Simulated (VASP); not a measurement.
# Ir2O (P6/mmm) in VASP: a series of runs

The runs below take Ir2O through relaxation of cell and atoms, with PBE.

Program: VASP 6.6.1. These are calculated values, not measurements. Logs are shortened: lines on timing, memory, paths and dates and some standing lists are left out, and cuts for length are marked.

## Step 1: The cell of the first run

The structure is hexagonal, space group P6/mmm (No. 191). The conventional cell has a = 3.366 Å, b = 3.366 Å, c = 3.867 Å, α = 90.00°, β = 90.00°, γ = 120.00°. Ir (site symmetry -6m2) has 3 Ir at 1.94 Å and 3 O at 1.94 Å within 2.6 Å. Within 2.6 Å of O (site symmetry 6/mmm) lie 6 Ir at 1.94 Å.

## Step 2: Relaxation of cell and atoms, PBE, collinear spin, ferromagnetic start

INCAR

```
SYSTEM = Ir2O
  PREC = Accurate
  ENCUT = 600
  EDIFF = 1E-6
  ISMEAR = 0
  SIGMA = 0.1
  LREAL = .False.
  LASPH = .True.
  NELM = 150
  ALGO = Normal
  ISIF = 3
  LWAVE = .False.
  LCHARG = .False.
  ISPIN = 2
  MAGMOM = 1 1 0
  LORBIT = 11
  LMAXMIX = 4
  GGA = PE
  IBRION = 2
  NSW = 90
  EDIFFG = -0.04
```

KPOINTS

```
regular mesh
0
Gamma
  6 6 4
  0 0 0
```

POSCAR

```
Ir2O
1.0
    3.3663045000      0.0000000000      0.0000000000
   -1.6831522500      2.9153052100      0.0000000000
    0.0000000000      0.0000000000      3.8668151400
Ir O
2 1
Direct
    0.3333333300      0.6666666700      0.0000000000
    0.6666666700      0.3333333300      0.0000000000
    0.0000000000      0.0000000000      0.0000000000
```

Potentials or basis: VASP PAW PBE potentials, release 64 (Ir, O).

Command:

```console
$ cat potpaw_PBE.64/Ir/POTCAR potpaw_PBE.64/O/POTCAR > POTCAR
$ mpirun -np 1 vasp_std > vasp.out
```

OUTCAR:

```text
SYSTEM = Ir2O
   PREC = Accurate
   ENCUT = 600
   EDIFF = 1E-6
   ISMEAR = 0
   LREAL = .False.
   LASPH = .True.
   NELM = 150
   ISIF = 3
   ISPIN = 2
   LORBIT = 11
   GGA = PE
   IBRION = 2
   NSW = 90
   EDIFFG = -0.04

 ion  position               nearest neighbor table
   1  0.333  0.667  0.000-   2 1.94   3 1.94   2 1.94   3 1.94   3 1.94   2 1.94
   2  0.667  0.333  0.000-   1 1.94   3 1.94   1 1.94   3 1.94   3 1.94   1 1.94
   3  0.000  0.000  0.000-   1 1.94   2 1.94   1 1.94   2 1.94   2 1.94   1 1.94

  LATTYP: Found a hexagonal cell.
 ALAT       =     3.3663045000
 C/A-ratio  =     1.1486825211

  Lattice vectors:

 A1 = (   3.3663045000,   0.0000000000,   0.0000000000)
 A2 = (  -1.6831522500,   2.9153052100,   0.0000000000)
 A3 = (   0.0000000000,   0.0000000000,   3.8668151400)

Analysis of symmetry for initial positions (statically):
=====================================================================
 Subroutine PRICEL returns:
 Original cell was already a primitive cell.

 Routine SETGRP: Setting up the symmetry group for a
 hexagonal supercell.

 Subroutine GETGRP returns: Found 24 space group operations
 (whereof 24 operations were pure point group operations)
 out of a pool of 24 trial point group operations.

The static configuration has the point symmetry D_6h.

Analysis of symmetry for dynamics (positions and initial velocities):
=====================================================================
 Subroutine PRICEL returns:
 Original cell was already a primitive cell.

 Routine SETGRP: Setting up the symmetry group for a
 hexagonal supercell.

 Subroutine GETGRP returns: Found 24 space group operations
 (whereof 24 operations were pure point group operations)
 out of a pool of 24 trial point group operations.

The dynamic configuration has the point symmetry D_6h.

Analysis of structural, dynamic, and magnetic symmetry:
=====================================================================
 Subroutine PRICEL returns:
 Original cell was already a primitive cell.

 Routine SETGRP: Setting up the symmetry group for a
 hexagonal supercell.

 Subroutine GETGRP returns: Found 24 space group operations
 (whereof 24 operations were pure point group operations)
 out of a pool of 24 trial point group operations.

The overall configuration has the point symmetry D_6h.

 Subroutine INISYM returns: Found 24 space group operations
 (whereof 24 operations are pure point group operations),
 and found     1 'primitive' translations

----------------------------------------------------------------------------------------

                                     Primitive cell

  volume of cell :      37.9482

  direct lattice vectors                    reciprocal lattice vectors
     3.366304500  0.000000000  0.000000000     0.297061659  0.171508629  0.000000000
    -1.683152250  2.915305210  0.000000000     0.000000000  0.343017258  0.000000000
     0.000000000  0.000000000  3.866815140     0.000000000  0.000000000  0.258610759

  length of vectors
     3.366304500  3.366304497  3.866815140     0.343017258  0.343017258  0.258610759

  position of ions in fractional coordinates (direct lattice)
     0.333333330  0.666666670  0.000000000
     0.666666670  0.333333330  0.000000000
     0.000000000  0.000000000  0.000000000

  ion indices of the primitive-cell ions
   primitive index   ion index
                 1           1
                 2           2
                 3           3

----------------------------------------------------------------------------------------

 KPOINTS: regular mesh

Automatic generation of k-mesh.
 Grid dimensions read from file:
 generate k-points for:    6    6    4

 Generating k-lattice:

  Cartesian coordinates                     Fractional coordinates (reciprocal lattice)
     0.049510277  0.028584772  0.000000000     0.166666667 -0.000000000  0.000000000
     0.000000000  0.057169543  0.000000000     0.000000000  0.166666667  0.000000000
     0.000000000  0.000000000  0.064652690     0.000000000  0.000000000  0.250000000

  Length of vectors
     0.057169543  0.057169543  0.064652690

  Shift w.r.t. Gamma in fractional coordinates (k-lattice)
     0.000000000  0.000000000  0.000000000

 Subroutine IBZKPT returns following result:
 ===========================================

 Found     21 irreducible k-points:

 Following reciprocal coordinates:
            Coordinates               Weight
  0.000000  0.000000  0.000000      1.000000
  0.166667  0.000000  0.000000      6.000000
  0.333333  0.000000  0.000000      6.000000
  0.500000  0.000000  0.000000      3.000000
  0.166667  0.166667  0.000000      6.000000
  0.333333  0.166667  0.000000     12.000000
[... 13 lines left out ...]
  0.333333  0.166667  0.500000     12.000000
  0.333333  0.333333  0.500000      2.000000
   k-points           NKPTS =     21   k-points in BZ     NKDIM =     21   number of bands    NBANDS=     17
   number of dos      NEDOS =    301   number of ions     NIONS =      3
   total plane-waves  NPLWV =  25088
   dimension x,y,z NGX =    28 NGY =   28 NGZ =   32
   dimension x,y,z NGXF=    56 NGYF=   56 NGZF=   64
   ions per type =               2   1
   NGX,Y,Z   is equivalent  to a cutoff of  13.83, 13.83, 13.76 a.u.
   NGXF,Y,Z  is equivalent  to a cutoff of  27.66, 27.66, 27.52 a.u.
 SYSTEM =  Ir2O
   PREC   = accura    normal or accurate (medium, high low for compatibility)
   ISTART =      0    job   : 0-new  1-cont  2-samecut
   ICHARG =      2    charge: 1-file 2-atom 10-const
   ISPIN  =      2    spin polarized calculation?
   LNONCOLLINEAR =      F non collinear calculations
   LSORBIT =      F    spin-orbit coupling
   LASPH  =      T    aspherical Exc in radial PAW
   ENCUT  =  600.0 eV  44.10 Ry    6.64 a.u.   6.72  6.72  7.72*2*pi/ulx,y,z
   NELM   =    150;   NELMIN=  2; NELMDL= -5     # of ELM steps
   EDIFF  = 0.1E-05   stopping-criterion for ELM
   LREAL  =      F    real-space projection
   EDIFFG = -.4E-01   stopping-criterion for IOM
   NSW    =     90    number of steps for IOM
   IBRION =      2    ionic relax: 0-MD 1-quasi-New 2-CG
   NFREE  =      1    steps in history (QN), initial steepest desc. (CG)
   ISIF   =      3    stress and relaxation
   ISYM   =      2    0-nonsym 1-usesym 2-fastsym
   POTIM  = 0.5000    time-step for ionic-motion
   TEBEG  =    0.0;   TEEND  =   0.0 temperature during run
   PSTRESS=    0.0 pullay stress
   NELECT =      24.0000    total number of electrons
   NUPDOWN=      -1.0000    fix difference up-down
   EMIN   =  10.00;   EMAX   =-10.00  energy-range for DOS
   EFERMI =   0.00;   METHOD = LEGACY
   ISMEAR =     0;   SIGMA  =   0.10  broadening in eV -4-tet -1-fermi 0-gaus
   EFERMI_NEDOS =   21; number of points for ismear=-14 and -15
   IALGO  =     38    algorithm
   IMIX   =      4    mixing-type and parameters
     AMIX     =   0.40;   BMIX     =  1.00
     AMIX_MAG =   1.60;   BMIX_MAG =  1.00
  volume/ion in A,a.u.               =      12.65        85.36
  Fermi-wavevector in a.u.,A,eV,Ry     =   1.405233  2.655505 26.867145  1.974679
  Thomas-Fermi vector in A             =   2.527715
   LORBIT       =     11    0 simple, 1 ext, 2 COOP (PROOUT), +10 PAW based schemes
   GGA     = PE    functional components
   LHFCALC =     F    Hartree Fock is set to
   AEXX    =    0.0000 exact exchange contribution
   IVDW    =     0    specifies the selected vdW correction
   LEPSILON=     F    determine dielectric tensor
   LRPA    =     F    only Hartree local field effects (RPA)
 conjugate gradient relaxation of ions
 spin polarized calculation
 Gauss-broadening in eV      SIGMA  =   0.10
  energy-cutoff  :      600.00
  volume of cell :       37.95
 maximum number of plane-waves:      1296
 NGX is ok and might be reduce to    28
   NGX = 13   NGY = 13   NGZ = 15

--------------------------------------- Ionic step        1  -------------------------------------------

 number of electron      24.0000000 magnetization      -0.0187837

 number of electron      24.0000000 magnetization       0.0003543

 Free energy of the ion-electron system (eV)
  ---------------------------------------------------
  ext. energy  EPLUGINS =         0.00000000
  ---------------------------------------------------
  free energy    TOTEN  =        -2.59815602 eV

  energy without entropy =       -2.58477871  energy(sigma->0) =       -2.59146737

------------------------ aborting loop because EDIFF is reached ----------------------------------------

  FORCE on cell =-STRESS in cart. coord.  units (eV):
  Direction    XX          YY          ZZ          XY          YZ          ZX
  --------------------------------------------------------------------------------------
  -------------------------------------------------------------------------------------
  Total       98.6578537     98.6578534      0.1480869      0.0000000     -0.0000000      0.0000000
  in kB     4165.3491289   4165.3491178      6.2522506      0.0000000     -0.0000000      0.0000000
  external PRESSURE =    2778.9834991 kB  Pullay stress =       0.0000000 kB
[... 2643 lines left out ...]
      4       3.4259      1.00000
      5       5.1225      1.00000
      6       5.1225      1.00000
[... 9 lines left out ...]
     16      16.9966      0.00000
     17      24.1487      0.00000

[... ionic steps 4 to 22 ...]

--------------------------------------- Ionic step       23  -------------------------------------------

 number of electron      24.0000005 magnetization       0.0000028

 number of electron      24.0000005 magnetization      -0.0000018
[... 75 lines left out ...]
 number of electron      24.0000002 magnetization       0.0000121

 number of electron      24.0000002 magnetization      -0.0000053

 Free energy of the ion-electron system (eV)
  ---------------------------------------------------
  ext. energy  EPLUGINS =         0.00000000
  ---------------------------------------------------
  free energy    TOTEN  =       -20.65584886 eV

  energy without entropy =      -20.64347832  energy(sigma->0) =      -20.64966359

 E-fermi :   6.8603     XC(G=0): -12.6792

 val. band max:        6.8569462512   @ k =   0.3333   0.1667   0.2500
 cond. band min:       6.9881989813   @ k =   0.3333   0.3333   0.0000
 fundamental gap:      0.1312527301
 Fermi energy:         6.8602731341
[... 873 lines left out ...]
  FREE ENERGIE OF THE ION-ELECTRON SYSTEM (eV)
  ---------------------------------------------------
  free  energy   TOTEN  =       -20.6558488587 eV

  energy  without entropy=      -20.6434783176  energy(sigma->0) =      -20.64966359

 reached required accuracy - stopping structural energy minimisation

 total charge

# of ion       s       p       d       tot
------------------------------------------
    1        0.733   0.541   6.979   8.252
    2        0.733   0.541   6.979   8.252
    3        1.611   3.214   0.000   4.825
--------------------------------------------------
tot          3.076   4.296  13.957  21.329

 magnetization (x)

# of ion       s       p       d       tot
------------------------------------------
    1        0.000   0.000   0.000   0.000
    2        0.000   0.000   0.000   0.000
    3       -0.000  -0.000   0.000  -0.000
--------------------------------------------------
tot          0.000  -0.000   0.000   0.000
```

Wall time 7.1 min (1 thread of Intel Xeon 6975P-C (Granite Rapids), shared host); peak memory 0.22 GiB.

What came out:

```yaml
Free_energy: -20.6558 eV
Relaxed_volume: 13.57 Å³/atom
Relaxed_cell: a = 4.231 Å, b = 4.231 Å, c = 2.626 Å, α = 90.00°, β = 90.00°, γ = 120.00°
Space_group_after_relaxing_to_0.05_Å: P6/mmm (No. 191)
Energy_gained_by_relaxing: 6019.2 meV/atom
Ionic_steps: 25
Pressure_after_relaxing: -0.1 GPa
Band_gap_on_the_k_mesh: zero (filled and empty bands overlap)
Net_moment: 0.00 μB per cell
Valence_electrons_inside_the_program's_atomic_spheres: Ir 8.25; O 4.83
```

The path:
```
step  energy change (eV)  largest force (eV/Å)  pressure (GPa)  volume (Å³)
   1              0.0000                0.0000          277.90        37.95
   2             49.5071                0.0000          -58.56       254.48
   3             -4.4153                0.0000          -30.50       107.67
   4             -9.0446                0.0000          -32.26        89.72
   5            -15.8088                0.0000          -14.42        61.09
   6            -15.5747                0.0000           23.51        52.12
   7            -16.0636                0.0000           -3.94        57.62
   8            -16.0717                0.0000           -1.30        56.92
   9            -16.1034                0.0000           -1.30        55.83
  10            -16.2537                0.0000           -1.35        52.55
  11            -17.0901                0.0000           -1.38        45.98
  12            -15.1373                0.0000          102.68        32.76
  13            -17.4710                0.0000            0.24        43.70
  14            -17.9103                0.0000           19.48        38.23
  15            -17.9249                0.0000           11.05        39.77
  16            -17.9393                0.0000           13.93        39.18
  17            -17.9439                0.0000           14.24        39.09
  18            -17.9520                0.0000           15.13        38.84
  19            -17.9525                0.0000           15.62        38.74
  20            -17.9600                0.0000           15.04        38.81
  21            -17.9809                0.0000           13.20        39.01
  22            -18.0147                0.0000            9.70        39.42
  23            -18.0527                0.0000            3.23        40.25
  24            -18.0210                0.0000           -7.77        41.92
  25            -18.0577                0.0000           -0.11        40.71
```

Final structure:
```
Ir O
1.0
     4.23088    0.00000    0.00000
    -2.11544    3.66405    0.00000
     0.00000    0.00000    2.62606
Ir O
2 1
Direct
  0.33333 0.66667 0.00000
  0.66667 0.33333 0.00000
  0.00000 0.00000 0.00000
```

Caveat: the k points lie up to 0.60 Å⁻¹ apart in the final cell; spin-orbit coupling is left out, which moves the levels of the heavy elements.

## Step 3: Relaxation of cell and atoms, PBE

This run uses another cell than the first one, of 13.81 Å³/atom, 1.092 times its volume.

INCAR

```
SYSTEM = Ir2O
PREC = Accurate ; ENCUT = 600
EDIFF = 1E-7 ; ISMEAR = 0
SIGMA = 0.1 ; LREAL = .False.
LASPH = .True. ; NELM = 60
ALGO = Normal ; ISIF = 3
LWAVE = .False. ; LCHARG = .False.
GGA = PE ; IBRION = 2
NSW = 100 ; EDIFFG = -0.01
```

KPOINTS

```
Automatic mesh
0
Gamma
  12 12 18
  0 0 0
```

POSCAR

```
Ir2O
1.0
    4.2273517117      0.0000000000      0.0000000000
   -2.1136758559      3.6609939731      0.0000000000
    0.0000000000      0.0000000000      2.6777860005
Ir O
2 1
Direct
    0.3333333333      0.6666666667      0.0000000000
    0.6666666667      0.3333333333      0.0000000000
    0.0000000000      0.0000000000      0.0000000000
```

Potentials or basis: VASP PAW PBE potentials, release 64 (Ir, O).

Command:

```console
$ cat potpaw_PBE.64/Ir/POTCAR potpaw_PBE.64/O/POTCAR > POTCAR
$ mpirun -np 1 vasp_std > vasp.out
```

Run time: 3.6 min. Hardware: 1 thread of Intel Xeon 6975P-C (Granite Rapids), shared host; peak memory 0.3 GiB.

The run converged. Its results:

```yaml
Free_energy: -20.3520 eV
Relaxed_volume: 13.73 Å³/atom
Relaxed_cell: a = 4.245 Å, b = 4.245 Å, c = 2.639 Å, α = 90.00°, β = 90.00°, γ = 120.00°
Space_group_after_relaxing_to_0.05_Å: P6/mmm (No. 191)
Energy_gained_by_relaxing: 3.9 meV/atom
Ionic_steps: 5
Pressure_after_relaxing: 0.0 GPa
Band_gap_on_the_k_mesh: zero (band 12 reaches 8.58 eV, above the bottom of band 13 at 5.89 eV)
```

The path:
| step | energy change (eV) | largest force (eV/Å) | pressure (GPa) | volume (Å³) |
| --- | --- | --- | --- | --- |
| 1 | 0.0000 | 0.0000 | -0.26 | 41.44 |
| 2 | -0.0071 | 0.0000 | -1.18 | 41.30 |
| 3 | -0.0111 | 0.0000 | -0.93 | 41.35 |
| 4 | -0.0101 | 0.0000 | 1.67 | 40.90 |
| 5 | -0.0116 | 0.0000 | 0.00 | 41.19 |

Final structure:
```cif
data_structure
_symmetry_space_group_name_H-M 'P 1'
_symmetry_Int_Tables_number 1
_cell_length_a 4.2452
_cell_length_b 4.2452
_cell_length_c 2.6390
_cell_angle_alpha 90.000
_cell_angle_beta 90.000
_cell_angle_gamma 120.000
_cell_volume 41.19
loop_
_atom_site_label
_atom_site_type_symbol
_atom_site_fract_x
_atom_site_fract_y
_atom_site_fract_z
_atom_site_occupancy
Ir1 Ir 0.33333 0.66667 0.00000 1
Ir2 Ir 0.66667 0.33333 0.00000 1
O1 O 0.00000 0.00000 0.00000 1
```

Levels at points of the mesh, in eV from the Fermi level:
| k point | band 10 | band 11 | band 12 | band 13 | band 14 | band 15 |
| --- | --- | --- | --- | --- | --- | --- |
| (0.00, 0.00, 0.00) | -1.70 | -0.62 | 0.53 | 0.53 | 1.22 | 1.22 |
| (0.50, 0.00, 0.00) | -1.39 | -0.45 | -0.04 | 0.17 | 0.36 | 0.89 |
| (0.00, 0.00, 0.50) | -2.21 | -2.21 | 1.40 | 1.40 | 1.96 | 2.74 |
| (0.50, 0.00, 0.50) | -1.38 | -1.13 | 0.05 | 1.18 | 2.45 | 3.63 |

Caveat: spin-orbit coupling is left out, which moves the levels of the heavy elements.
